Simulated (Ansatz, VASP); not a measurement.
Si2W in VASP and in Ansatz

```
CELL_PARAMETERS angstrom
-1.73916 1.73916 3.38971
1.73916 -1.73916 3.38971
1.73916 1.73916 -3.38971
ATOMIC_POSITIONS crystal
Si 0.33457 0.33457 0.00000
Si 0.66543 0.66543 0.00000
W 0.00000 0.00000 0.00000
```

Alike in both runs: task single point; functional PBE; k mesh 22 × 22 × 22; occupations gaussian, width 0.15 eV; no spin polarisation.

|  | VASP | Ansatz |
| --- | --- | --- |
| version | VASP 6.6.1 | Ansatz 0.2.0 |
| potentials or method | VASP PAW PBE potentials, release 64 (Si, W_sv), cutoff 520 eV | scalar-relativistic, plane waves, PAW |
| valence electrons in the cell | 22 | 22 |

|  | VASP | Ansatz | Ansatz less VASP |
| --- | --- | --- | --- |
| gap on the k mesh at the Fermi level (eV) | none | none | - |
| pressure (GPa) | 19.4 | 19.3 | -0.05 |
| traceless stress, the component that is largest in VASP (GPa) | 73.30 | 73.34 | +0.033 |
| rms of the force components (eV/Å) | 0.521 | 0.511 | -0.0098 |

Atom by atom the forces differ by 0.010 eV/Å (rms over components). A gap of «none» marks a metal or a gap that the smearing closes. With one functional, cell and mesh, what is left measures potentials, basis and numerics.

Neither program's run includes spin-orbit coupling.
